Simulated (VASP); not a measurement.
Here is a VASP 6.6.1 calculation.

File INCAR:

```
PREC = Accurate
ENCUT = 520
EDIFF = 1E-7
ISMEAR = -1
SIGMA = 0.05
LREAL = F
LASPH = T
NELM = 80
ALGO = Normal
ISIF = 2
LWAVE = F
LCHARG = F
GGA = PS
NBANDS = 20
```

KPOINTS

```
Automatic mesh
0
Gamma
  10 10 6
```

POSCAR

```
Ta2N
1.0
    3.1739135059      0.0000000000      0.0000000000
   -1.5869567530      2.7486897255      0.0000000000
    0.0000000000      0.0000000000      4.9653523268
Ta N
2 1
Direct
    0.3333333333      0.6666666667      0.2547110000
    0.6666666667      0.3333333333      0.7452890000
    0.0000000000      0.0000000000      0.0000000000
```

Potentials or basis: VASP PAW PBE potentials, release 64 (Ta_pv, N).

Launch:

```sh
$ cat potpaw_PBE.64/Ta_pv/POTCAR potpaw_PBE.64/N/POTCAR > POTCAR
$ mpirun -np 1 vasp_std > vasp.out
```

Question: Predict the pressure.

Answer: -22.2 GPa.

Question: What does it give for the largest force?

Answer: 0.538 eV/Å.

Stress tensor (GPa, compression positive):
```
-22.26   0.00   0.00
  0.00 -22.26   0.00
  0.00   0.00 -22.01
```

Caveat: the PAW data sets were made with another functional, which shifts forces and pressure a little.
